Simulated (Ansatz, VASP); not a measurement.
# Bi in VASP and in Ansatz

The input INCAR:

```
SYSTEM = Bi
ALGO = Normal
EDIFF = 1E-8
ENCUT = 520
GGA = PE
ISIF = 2
ISMEAR = -1
LASPH = .TRUE.
LCHARG = .FALSE.
LEFG = .TRUE.
LREAL = .FALSE.
LWAVE = .FALSE.
NBANDS = 22
NELM = 100
PREC = Accurate
SIGMA = 0.03
```

File KPOINTS:

```
k-points
0
G
  9 9 3
  0 0 0
```

File POSCAR:

```
Bi
1.0
    4.5238195833      0.0000000000      0.0000000000
   -2.2619097917      3.9177426814      0.0000000000
    0.0000000000      0.0000000000     11.7894378316
Bi
2
Direct
    0.3333333333      0.6666666667      0.2500000000
    0.6666666667      0.3333333333      0.7500000000
```

Input for Ansatz:

```yaml
crystal:
  lattice:
    - [4.5238195833, 0.0, 0.0]
    - [-2.2619097917, 3.9177426814, 0.0]
    - [0.0, 0.0, 11.7894378316]
  atoms:
    - { symbol: Bi, position: [0.3333333333, 0.6666666667, 0.25] }
    - { symbol: Bi, position: [0.6666666667, 0.3333333333, 0.75] }
kpoints:
  mp_grid: { grid: [9, 9, 3] }
scf:
  occupations: { method: fermi_dirac, width: 0.03 }
hamiltonian:
  xc: pbe
  pseudopotentials: { kind: paw }
output:
  forces: true
  stress: true
  eigenvalues: true
  efg: { contact_densities: true }
```

Change from the starting cell: volume scaled by 0.99, PAW files.

Alike in both runs: task electric field gradients; functional PBE; k mesh 9 × 9 × 3; occupations fermi-dirac, width 0.03 eV; no spin polarisation.

|  | VASP | Ansatz |
| --- | --- | --- |
| version | VASP 6.6.1 | Ansatz 0.2.0 |
| potentials or method | VASP PAW PBE potentials, release 64 (Bi_d) | PAW with Ansatz's default frozen-core files, scalar-relativistic |
| plane-wave cutoff (eV) | 520 | 420 |
| valence electrons in the cell | 30 | 30 |

|  | VASP | Ansatz | Ansatz less VASP |
| --- | --- | --- | --- |
| pressure (GPa) | -3.3 | -3.3 | +0.02 |
| traceless stress, the component that is largest in VASP (GPa) | 2.99 | 2.99 | -0.001 |
| size of Vzz on the site where it differs most (V/Å²) | 132.7 | 127.2 | -5.47 |

The functional is the same, so the differences come from potentials, cutoffs and numerics.

Neither program's run includes spin-orbit coupling.
